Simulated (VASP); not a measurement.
Here is a VASP 6.6.1 calculation.

Contents of INCAR:

```
  PREC = Accurate
  ENCUT = 520
  EDIFF = 1E-6
  ISMEAR = -1
  SIGMA = 0.1
  LREAL = False
  LASPH = True
  NELM = 60
  ALGO = Normal
  ISIF = 2
  LWAVE = False
  LCHARG = False
  GGA = RE
  NBANDS = 11
```

KPOINTS

```
regular mesh
0
Gamma
  26 26 26
```

POSCAR

```
Ni
1.0
   -1.4075377952      1.4075377952      1.4075377952
    1.4075377952     -1.4075377952      1.4075377952
    1.4075377952      1.4075377952     -1.4075377952
Ni
1
Direct
    0.0000000000      0.0000000000      0.0000000000
```

Potentials or basis: VASP PAW PBE potentials, release 64 (Ni).

Launch:

```bash
$ cat potpaw_PBE.64/Ni/POTCAR > POTCAR
$ mpirun -np 1 vasp_std > vasp.out
```

(1) Predict the pressure.

(2) What does it give for the band gap on the k mesh?

Answers

(1) 0.1 GPa.

(2) zero (band 5 reaches 9.31 eV, above the bottom of band 6 at 8.32 eV).

Caveat: the PAW data sets were made with another functional, which shifts forces and pressure a little; the run has no spin polarisation, though such a crystal can be magnetic.
